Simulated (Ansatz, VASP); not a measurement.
Two plane-wave programs on As7Ir

```xyz
8
Lattice="7.9687 0.0000 0.0000 -3.9843 6.9011 0.0000 0.0000 0.0000 4.6021" Properties=species:S:1:pos:R:3 pbc="T T T"
As    2.8209    0.0000    0.0000
As   -1.4104    2.4429    0.0000
As    2.5739    4.4581    0.0000
As    5.1478    0.0000    0.0000
As   -2.5739    4.4581    0.0000
As    1.4104    2.4429    0.0000
As    0.0000    0.0000    0.0000
Ir    0.0000    0.0000    2.3011
```

Alike in both runs: functional PBE; k mesh 3 × 3 × 2; occupations gaussian, width 0.1 eV; no spin polarisation.

Ansatz relaxed the structure, and its values are those at the end. VASP's run is a single point on that final structure, the one shown.

|  | VASP | Ansatz |
| --- | --- | --- |
| version | VASP 6.6.1 | Ansatz 0.2.0 |
| potentials or method | VASP PAW PBE potentials, release 64 (As, Ir), cutoff 520 eV | scalar-relativistic, plane waves, PAW |
| valence electrons in the cell | 44 | 122 |

```tsv
	VASP	Ansatz	Ansatz less VASP
gap on the k mesh at the Fermi level (eV)	0.29	0.28	-0.017
least direct gap on the mesh (eV)	0.36	0.37	+0.006
pressure (GPa)	0.1	0.0	-0.17
rms of the force components (eV/Å)	0.021	0.002	-0.0196
```

VASP's potentials hold 44 valence electrons a cell and Ansatz's 122, so a difference there can come from the potentials and not from the codes.

The k mesh is coarse, so the values compare programs but aren't converged. Spin-orbit coupling is off throughout.
